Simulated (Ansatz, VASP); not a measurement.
# Te2Mo in VASP and in Ansatz

```xyz
6
Lattice="3.5039 0.0000 0.0000 -1.7519 3.0345 0.0000 0.0000 0.0000 24.7677" Properties=species:S:1:pos:R:3 pbc="T T T"
Te    0.0000    2.0230    4.5000
Te    0.0000    2.0230    8.1339
Te    1.7519    2.0230   12.4639
Te    1.7519    2.0230   16.0977
Mo    1.7519    1.0115    6.3169
Mo    3.5039    1.0115   14.2808
```

Alike in both runs: task single point; functional PBE; dispersion D3(BJ); k mesh 9 × 9 × 1; occupations gaussian, width 0.05 eV; no spin polarisation.

|  | VASP | Ansatz |
| --- | --- | --- |
| version | VASP 6.6.1 | Ansatz 0.2.0 |
| potentials or method | VASP PAW PBE potentials, release 64 (Te, Mo_sv), cutoff 520 eV | scalar-relativistic, plane waves, PAW |
| valence electrons in the cell | 52 | 92 |

```csv
,VASP,Ansatz,Ansatz less VASP
gap on the k mesh at the Fermi level (eV),1.18,1.18,+0.001
least direct gap on the mesh (eV),1.18,1.18,+0.001
rms of the force components (eV/Å),0.042,0.037,-0.0043
```

VASP's potentials hold 52 valence electrons a cell and Ansatz's 92, so a difference there can come from the potentials and not from the codes.

Neither program's run includes spin-orbit coupling.
